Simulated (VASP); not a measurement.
# N (Cmcm) in VASP: single point with r2SCAN

Aim: the single point of N with r2SCAN.

Everything below comes from runs of VASP 6.6.1. Logs are shortened: lines on timing, memory, paths and dates and some standing lists are left out, and cuts for length are marked.

### Step 1. The cell of the first run

It takes space group Cmcm (No. 63, orthorhombic). Conventional cell: a = 3.847 Å, b = 6.286 Å, c = 5.890 Å, α = 90.00°, β = 90.00°, γ = 90.00°. N (site symmetry m2m) has 12 N at 3.61 to 3.85 Å within 4.7 Å.

### Step 2. Single point, r2SCAN, collinear spin, ferromagnetic start (strain +0.0600 x Voigt [1, 0, 0, 0, 0, 0])

Contents of POSCAR:

```
N
1.0
    3.8467417486      0.0000000000      0.0000000000
   -1.9233708743      3.1428076190      0.0000000000
    0.0000000000      0.0000000000      5.8900000000
N
2
Direct
    0.3333333333      0.6666666667      0.2500000000
    0.6666666667      0.3333333333      0.7500000000
```

Contents of INCAR.step1:

```
SYSTEM = N
PREC = Accurate ; ENCUT = 520
ISMEAR = 0 ; SIGMA = 0.05
LREAL = .FALSE. ; LASPH = .TRUE.
NELM = 150 ; ISPIN = 2
MAGMOM = 3.2 3.2 ; NBANDS = 16
GGA = PE ; ALGO = Normal
EDIFF = 1E-4 ; LWAVE = .TRUE.
LCHARG = .FALSE.
```

Contents of INCAR.step2:

```
SYSTEM = N
PREC = Accurate ; ENCUT = 520
EDIFF = 1E-6 ; ISMEAR = 0
SIGMA = 0.05 ; LREAL = .FALSE.
LASPH = .TRUE. ; NELM = 150
ALGO = Normal ; ISIF = 2
LWAVE = .FALSE. ; LCHARG = .FALSE.
ISPIN = 2 ; MAGMOM = 3.2 3.2
LORBIT = 11 ; METAGGA = R2SCAN
LMIXTAU = .TRUE. ; NBANDS = 16
ISTART = 1
```

Contents of KPOINTS:

```
regular mesh
0
G
  6 6 4
  0 0 0
```

Potentials or basis: VASP PAW PBE potentials, release 64 (N).

Command:

```
> cat potpaw_PBE.64/N/POTCAR > POTCAR
> cp INCAR.step1 INCAR
> mpirun -np 1 vasp_std > vasp.out
> cp INCAR.step2 INCAR
> mpirun -np 1 vasp_std > vasp.out
```

OUTCAR:

```text
SYSTEM = N
   PREC = Accurate
   ENCUT = 520
   EDIFF = 1E-6
   ISMEAR = 0
   LREAL = .FALSE.
   LASPH = .TRUE.
   NELM = 150
   ISIF = 2
   ISPIN = 2
   LORBIT = 11
   METAGGA = R2SCAN
   ISTART = 1

 ion  position               nearest neighbor table
   1  0.333  0.667  0.250-
   2  0.667  0.333  0.750-

  Warning from LATTYP: Monoclinic adjustment (A1->A3, A2->A1, A3->A2)!
  LATTYP: Found a base centered orthorhombic cell.
 ALAT       =     3.8467417486
 B/A-ratio  =     1.6340101958
 C/A-ratio  =     1.5311659542

  Lattice vectors:

 A1 = (   1.9233708743,  -3.1428076190,   0.0000000000)
 A2 = (   1.9233708743,   3.1428076190,   0.0000000000)
 A3 = (   0.0000000000,   0.0000000000,   5.8900000000)

Analysis of symmetry for initial positions (statically):
=====================================================================
 Subroutine PRICEL returns:
 Original cell was already a primitive cell.

 Routine SETGRP: Setting up the symmetry group for a
 base centered orthorhombic supercell.

 Subroutine GETGRP returns: Found  8 space group operations
 (whereof  4 operations were pure point group operations)
 out of a pool of  8 trial point group operations.

The static configuration has the point symmetry C_2h.
 The point group associated with its full space group is D_2h.

Analysis of symmetry for dynamics (positions and initial velocities):
=====================================================================
 Subroutine PRICEL returns:
 Original cell was already a primitive cell.

 Routine SETGRP: Setting up the symmetry group for a
 base centered orthorhombic supercell.

 Subroutine GETGRP returns: Found  8 space group operations
 (whereof  4 operations were pure point group operations)
 out of a pool of  8 trial point group operations.

The dynamic configuration has the point symmetry C_2h.
 The point group associated with its full space group is D_2h.

Analysis of structural, dynamic, and magnetic symmetry:
=====================================================================
 Subroutine PRICEL returns:
 Original cell was already a primitive cell.

 Routine SETGRP: Setting up the symmetry group for a
 base centered orthorhombic supercell.

 Subroutine GETGRP returns: Found  8 space group operations
 (whereof  4 operations were pure point group operations)
 out of a pool of  8 trial point group operations.

The overall configuration has the point symmetry C_2h.
 The point group associated with its full space group is D_2h.

 Subroutine INISYM returns: Found  8 space group operations
 (whereof  4 operations are pure point group operations),
 and found     1 'primitive' translations

----------------------------------------------------------------------------------------

                                     Primitive cell

  volume of cell :      71.2076

  direct lattice vectors                    reciprocal lattice vectors
     3.846741749  0.000000000  0.000000000     0.259960264  0.159093416  0.000000000
    -1.923370874  3.142807619  0.000000000     0.000000000  0.318186832  0.000000000
     0.000000000  0.000000000  5.890000000     0.000000000  0.000000000  0.169779287

  length of vectors
     3.846741749  3.684643165  5.890000000     0.304778696  0.318186832  0.169779287

  position of ions in fractional coordinates (direct lattice)
     0.333333333  0.666666667  0.250000000
     0.666666667  0.333333333  0.750000000

  ion indices of the primitive-cell ions
   primitive index   ion index
                 1           1
                 2           2

----------------------------------------------------------------------------------------

 KPOINTS: regular mesh

Automatic generation of k-mesh.
 Grid dimensions read from file:
 generate k-points for:    6    6    4

 Generating k-lattice:

  Cartesian coordinates                     Fractional coordinates (reciprocal lattice)
     0.043326711  0.026515569  0.000000000     0.166666667 -0.000000000  0.000000000
     0.000000000  0.053031139  0.000000000     0.000000000  0.166666667  0.000000000
     0.000000000  0.000000000  0.042444822     0.000000000  0.000000000  0.250000000

  Length of vectors
     0.050796449  0.053031139  0.042444822

  Shift w.r.t. Gamma in fractional coordinates (k-lattice)
     0.000000000  0.000000000  0.000000000

 Subroutine IBZKPT returns following result:
 ===========================================

 Found     39 irreducible k-points:

 Following reciprocal coordinates:
            Coordinates               Weight
  0.000000  0.000000  0.000000      1.000000
  0.166667 -0.000000  0.000000      4.000000
  0.333333 -0.000000  0.000000      4.000000
  0.500000  0.000000  0.000000      2.000000
  0.000000  0.166667  0.000000      2.000000
  0.166667  0.166667  0.000000      4.000000
[... 16 lines left out ...]
  0.000000  0.333333  0.250000      4.000000
  0.166667  0.333333  0.250000      8.000000
 [... further k-points ...]
   k-points           NKPTS =     39   k-points in BZ     NKDIM =     39   number of bands    NBANDS=     16
   number of dos      NEDOS =    301   number of ions     NIONS =      2
   total plane-waves  NPLWV =  40320
   dimension x,y,z NGX =    30 NGY =   28 NGZ =   48
   dimension x,y,z NGXF=    60 NGYF=   56 NGZF=   96
   ions per type =               2
   NGX,Y,Z   is equivalent  to a cutoff of  12.97, 12.63, 13.55 a.u.
   NGXF,Y,Z  is equivalent  to a cutoff of  25.93, 25.27, 27.10 a.u.
 SYSTEM =  N
   PREC   = accura    normal or accurate (medium, high low for compatibility)
   ISTART =      1    job   : 0-new  1-cont  2-samecut
   ICHARG =      0    charge: 1-file 2-atom 10-const
   ISPIN  =      2    spin polarized calculation?
   LNONCOLLINEAR =      F non collinear calculations
   LSORBIT =      F    spin-orbit coupling
   LASPH  =      T    aspherical Exc in radial PAW
   ENCUT  =  520.0 eV  38.22 Ry    6.18 a.u.   7.15  6.85 10.95*2*pi/ulx,y,z
   NELM   =    150;   NELMIN=  2; NELMDL=  0     # of ELM steps
   EDIFF  = 0.1E-05   stopping-criterion for ELM
   LREAL  =      F    real-space projection
   EDIFFG = 0.1E-04   stopping-criterion for IOM
   NSW    =      0    number of steps for IOM
   IBRION =     -1    ionic relax: 0-MD 1-quasi-New 2-CG
   NFREE  =      0    steps in history (QN), initial steepest desc. (CG)
   ISIF   =      2    stress and relaxation
   ISYM   =      2    0-nonsym 1-usesym 2-fastsym
   POTIM  = 0.5000    time-step for ionic-motion
   TEBEG  =    0.0;   TEEND  =   0.0 temperature during run
   PSTRESS=    0.0 pullay stress
   NELECT =      10.0000    total number of electrons
   NUPDOWN=      -1.0000    fix difference up-down
   EMIN   =  10.00;   EMAX   =-10.00  energy-range for DOS
   EFERMI =   0.00;   METHOD = LEGACY
   ISMEAR =     0;   SIGMA  =   0.05  broadening in eV -4-tet -1-fermi 0-gaus
   EFERMI_NEDOS =   21; number of points for ismear=-14 and -15
   IALGO  =     38    algorithm
   IMIX   =      4    mixing-type and parameters
     AMIX     =   0.40;   BMIX     =  1.00
     AMIX_MAG =   1.60;   BMIX_MAG =  1.00
  volume/ion in A,a.u.               =      35.60       240.27
  Fermi-wavevector in a.u.,A,eV,Ry     =   0.850941  1.608045  9.851987  0.724101
  Thomas-Fermi vector in A             =   1.966997
   LORBIT       =     11    0 simple, 1 ext, 2 COOP (PROOUT), +10 PAW based schemes
   METAGGA = R2SCAN    functional components
   LHFCALC =     F    Hartree Fock is set to
   AEXX    =    0.0000 exact exchange contribution
   IVDW    =     0    specifies the selected vdW correction
   LEPSILON=     F    determine dielectric tensor
   LRPA    =     F    only Hartree local field effects (RPA)
 spin polarized calculation
 Gauss-broadening in eV      SIGMA  =   0.05
  energy-cutoff  :      520.00
  volume of cell :       71.21
 maximum number of plane-waves:      1936
 NGX is ok and might be reduce to    30
   NGX = 15   NGY = 13   NGZ = 21

 number of electron      10.0000000 magnetization       6.0000000

 Free energy of the ion-electron system (eV)
  ---------------------------------------------------
  ext. energy  EPLUGINS =         0.00000000
  ---------------------------------------------------
  free energy    TOTEN  =        -8.87906216 eV

  energy without entropy =       -8.87906216  energy(sigma->0) =       -8.87906216

 E-fermi :  -5.8579     XC(G=0):  -5.0832

 val. band max:       -6.1689531548   @ k =   0.0000   0.0000   0.0000
 cond. band min:      -2.0926502757   @ k =   0.0000   0.0000   0.0000
 fundamental gap:      4.0763028791
 Fermi energy:        -5.8578884284

 spin component 1

 k-point     1 :       0.0000    0.0000    0.0000
  band No.  band energies     occupation
      1     -19.3368      1.00000
      2     -19.0783      1.00000
      3      -7.2655      1.00000
      4      -6.3738      1.00000
      5      -6.3179      1.00000
      6      -6.2460      1.00000
[... 8 lines left out ...]
     15      13.3049      0.00000
     16      14.2514      0.00000
[... 419 lines left out ...]
 k-point    24 :       0.1667    0.3333    0.2500
  band No.  band energies     occupation
      1     -19.0847      1.00000
      2     -19.0316      1.00000
      3      -7.1013      1.00000
      4      -6.9925      1.00000
      5      -6.7021      1.00000
      6      -6.5598      1.00000
[... 8 lines left out ...]
     15      10.8605      0.00000
     16      12.7633      0.00000

 [... further k-points ...]

 spin component 2

 k-point     1 :       0.0000    0.0000    0.0000
  band No.  band energies     occupation
      1     -13.3554      1.00000
      2     -12.8955      1.00000
      3      -2.0927      0.00000
      4      -0.3722      0.00000
      5      -0.2780      0.00000
      6      -0.1569      0.00000
[... 8 lines left out ...]
     15      15.9696      0.00000
     16      16.9071      0.00000
[... 419 lines left out ...]
 k-point    24 :       0.1667    0.3333    0.2500
  band No.  band energies     occupation
      1     -12.9060      1.00000
      2     -12.8097      1.00000
      3      -1.7966      0.00000
      4      -1.5856      0.00000
      5      -1.0294      0.00000
      6      -0.7473      0.00000
[... 8 lines left out ...]
     15      13.5170      0.00000
     16      15.5739      0.00000

 [... further k-points ...]
[... 5 lines left out ...]
  --------------------------------------------------------------------------------------
  -------------------------------------------------------------------------------------
  Total       -0.0076045      0.0321119      0.0474906      0.0000000     -0.0000000      0.0000000
  in kB       -0.1711021      0.7225210      1.0685427      0.0000000     -0.0000000      0.0000000
  external PRESSURE =       0.5399872 kB  Pullay stress =       0.0000000 kB

 VOLUME and BASIS-vectors are now :
 -----------------------------------------------------------------------------
  energy-cutoff  :      520.00
  volume of cell :       71.21
      direct lattice vectors                 reciprocal lattice vectors
     3.846741749  0.000000000  0.000000000     0.259960264  0.159093416  0.000000000
    -1.923370874  3.142807619  0.000000000     0.000000000  0.318186832  0.000000000
     0.000000000  0.000000000  5.890000000     0.000000000  0.000000000  0.169779287

 POSITION                                       TOTAL-FORCE (eV/Angst)
 -----------------------------------------------------------------------------------
     -0.00000      2.09521      1.47250         0.000000     -0.003843      0.000000
      1.92337      1.04760      4.41750        -0.000000      0.003843      0.000000
 -----------------------------------------------------------------------------------
    total drift:                               -0.000000      0.000000     -0.000000

  FREE ENERGIE OF THE ION-ELECTRON SYSTEM (eV)
  ---------------------------------------------------
  free  energy   TOTEN  =        -8.8790621641 eV

  energy  without entropy=       -8.8790621641  energy(sigma->0) =       -8.87906216

 total charge

# of ion       s       p       d       tot
------------------------------------------
    1        1.359   1.939   0.000   3.298
    2        1.359   1.939   0.000   3.298
--------------------------------------------------
tot          2.719   3.878   0.000   6.597

 magnetization (x)

# of ion       s       p       d       tot
------------------------------------------
    1        0.050   1.939   0.000   1.989
    2        0.050   1.939   0.000   1.989
--------------------------------------------------
tot          0.100   3.878   0.000   3.978
```

It took 4 min on 1 thread of Intel Xeon Platinum 8259CL at 2.50GHz (Skylake/Cascade Lake), shared host; peak memory 0.26 GiB.

Results:

| Item | Value |
| --- | --- |
| Free energy | -8.8791 eV |
| Pressure | 0.1 GPa |
| Largest force | 0.004 eV/Å |
| Band gap on the k mesh | 4.08 eV, direct |
| Net moment | 6.00 μB per cell |
| Site moments | N +1.99 μB |
| Valence electrons inside the program's atomic spheres | N 3.30 |

Forces in eV/Å, atoms in the order of the input:
```
N    0.000 -0.004  0.000
N    0.000  0.004  0.000
```

Caveat: the cell differs from its parent crystal (strain +0.0600 x Voigt [1, 0, 0, 0, 0, 0]); the PAW data sets were made with another functional, which shifts forces and pressure a little.
